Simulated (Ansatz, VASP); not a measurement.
# Two plane-wave programs on SiO2

The input INCAR:

```
PREC = Accurate ; ENCUT = 520
EDIFF = 1E-6 ; ISMEAR = 0
SIGMA = 0.05 ; LREAL = False
LASPH = True ; NELM = 60
ALGO = Normal ; ISIF = 2
LWAVE = False ; LCHARG = False
GGA = PE ; NBANDS = 34
```

File KPOINTS:

```
regular mesh
0
Gamma
  6 6 4
```

File POSCAR:

```
SiO2
1.0
    5.0287972619      0.0000000000      0.0000000000
   -2.5143986310      4.3550661793      0.0000000000
    0.0000000000      0.0000000000      5.5012710941
Si O
3 6
Direct
    0.0000000000      0.5000000000      0.3333333333
    0.5000000000      0.5000000000      0.6666666667
    0.5000000000      0.0000000000      0.0000000000
    0.5839605948      0.7919802974      0.8333333333
    0.7919802974      0.5839605948      0.5000000000
    0.7919802974      0.2080197026      0.1666666667
    0.4160394052      0.2080197026      0.8333333333
    0.2080197026      0.4160394052      0.5000000000
    0.2080197026      0.7919802974      0.1666666667
```

Input for Ansatz:

```yaml
crystal:
  lattice:
    - [5.0287972619, 0.0, 0.0]
    - [-2.514398631, 4.3550661793, 0.0]
    - [0.0, 0.0, 5.5012710941]
  atoms:
    - { symbol: Si, position: [0.0, 0.5, 0.3333333333] }
    - { symbol: Si, position: [0.5, 0.5, 0.6666666667] }
    - { symbol: Si, position: [0.5, 0.0, 0.0] }
    - { symbol: O, position: [0.5839605948, 0.7919802974, 0.8333333333] }
    - { symbol: O, position: [0.7919802974, 0.5839605948, 0.5] }
    - { symbol: O, position: [0.7919802974, 0.2080197026, 0.1666666667] }
    - { symbol: O, position: [0.4160394052, 0.2080197026, 0.8333333333] }
    - { symbol: O, position: [0.2080197026, 0.4160394052, 0.5] }
    - { symbol: O, position: [0.2080197026, 0.7919802974, 0.1666666667] }
basis:
  ecutwfc: 420
kpoints:
  mp_grid: { grid: [6, 6, 4] }
hamiltonian:
  xc: pbe
scf:
  occupations: { method: gaussian, width: 0.05 }
output:
  forces: true
  stress: true
  eigenvalues: true
```

Change from the starting cell: strain -0.015 along x and y, -0.015 along z, atoms carried along.

Alike in both runs: task single point; functional PBE; k mesh 6 × 6 × 4; occupations gaussian, width 0.05 eV; no spin polarisation.

```csv
,VASP,Ansatz
version,VASP 6.6.1,Ansatz 0.2.0
potentials or method,"VASP PAW PBE potentials, release 64 (Si, O), cutoff 520 eV","scalar-relativistic, plane waves, PAW"
valence electrons in the cell,48,48
```

VASP gave:

| Item | Value |
| --- | --- |
| gap on the k mesh at the Fermi level (eV) | 5.82 |
| least direct gap on the mesh (eV) | 6.02 |
| pressure (GPa) | 8.8 |
| traceless stress, the component that is largest in VASP (GPa) | 0.07 |
| rms of the force components (eV/Å) | 0.162 |

Estimate Ansatz's values.

gap on the k mesh at the Fermi level (eV): 5.83; least direct gap on the mesh (eV): 6.01; pressure (GPa): 8.6; traceless stress, the component that is largest in VASP (GPa): 0.03; rms of the force components (eV/Å): 0.168.

Atom by atom the forces differ by 0.006 eV/Å (rms over components). With one functional, cell and mesh, what is left measures potentials, basis and numerics.
